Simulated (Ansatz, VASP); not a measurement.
One calculation of TaN, two programs

Contents of INCAR:

```
SYSTEM = TaN
ALGO = Normal
EDIFF = 1E-6
ENCUT = 520
GGA = PS
ISIF = 2
ISMEAR = 0
LASPH = .TRUE.
LCHARG = .TRUE.
LELF = .TRUE.
LREAL = .FALSE.
LVHAR = .TRUE.
LWAVE = .FALSE.
NBANDS = 24
NELM = 80
PREC = Accurate
SIGMA = 0.15
```

KPOINTS

```
k-points
0
G
  18 18 10
  0 0 0
```

File POSCAR:

```
TaN
1.0
    3.0957511069      0.0000000000      0.0000000000
   -1.5478755535      2.6809991023      0.0000000000
    0.0000000000      0.0000000000      4.7918000000
Ta N
2 2
Direct
    0.3333333333      0.6666666667      0.0000000000
    0.6666666667      0.3333333333      0.5000000000
    0.3333333333      0.6666666667      0.3850000000
    0.6666666667      0.3333333333      0.8850000000
```

Input for Ansatz:

```yaml
crystal:
  lattice:
    - [3.0957511069, 0.0, 0.0]
    - [-1.5478755535, 2.6809991023, 0.0]
    - [0.0, 0.0, 4.7918]
  atoms:
    - { symbol: Ta, position: [0.3333333333, 0.6666666667, 0.0] }
    - { symbol: Ta, position: [0.6666666667, 0.3333333333, 0.5] }
    - { symbol: "N", position: [0.3333333333, 0.6666666667, 0.385] }
    - { symbol: "N", position: [0.6666666667, 0.3333333333, 0.885] }
basis:
  ecutwfc: 420
kpoints:
  mp_grid: { grid: [18, 18, 10] }
hamiltonian:
  xc: pbesol
scf:
  occupations: { method: gaussian, width: 0.15 }
output:
  forces: true
  stress: true
  eigenvalues: true
```

Change from the starting cell: strain +0.015 along x and y, -0.030 along z, atoms carried along.

Alike in both runs: task single point; functional PBEsol; k mesh 18 × 18 × 10; occupations gaussian, width 0.15 eV; no spin polarisation.

|  | VASP | Ansatz |
| --- | --- | --- |
| version | VASP 6.6.1 | Ansatz 0.2.0 |
| potentials or method | VASP PAW PBE potentials, release 64 (Ta_pv, N), cutoff 520 eV | scalar-relativistic, plane waves, PAW |
| valence electrons in the cell | 32 | 36 |

VASP gave:

```
gap on the k mesh at the Fermi level (eV)                     : none
pressure (GPa)                                                : 128.1
traceless stress, the component that is largest in VASP (GPa) : 0.23
rms of the force components (eV/Å)                            : 0.088
```

Question: Which values does Ansatz return?

Answer: gap on the k mesh at the Fermi level (eV): none; pressure (GPa): 124.7; traceless stress, the component that is largest in VASP (GPa): 0.02; rms of the force components (eV/Å): 0.073.

VASP's potentials were made for PBE, not for PBEsol. Atom by atom the forces differ by 0.015 eV/Å (rms over components). A gap of «none» marks a metal or a gap that the smearing closes. Both programs put the cell under a high pressure, so it lies far from rest at this level. The functional is the same, so the differences come from potentials, cutoffs and numerics. VASP's potentials hold 32 valence electrons a cell and Ansatz's 36, so a difference there can come from the potentials and not from the codes.

Spin-orbit coupling is off throughout. Noted on VASP's run: the cell as given lies far from equilibrium.
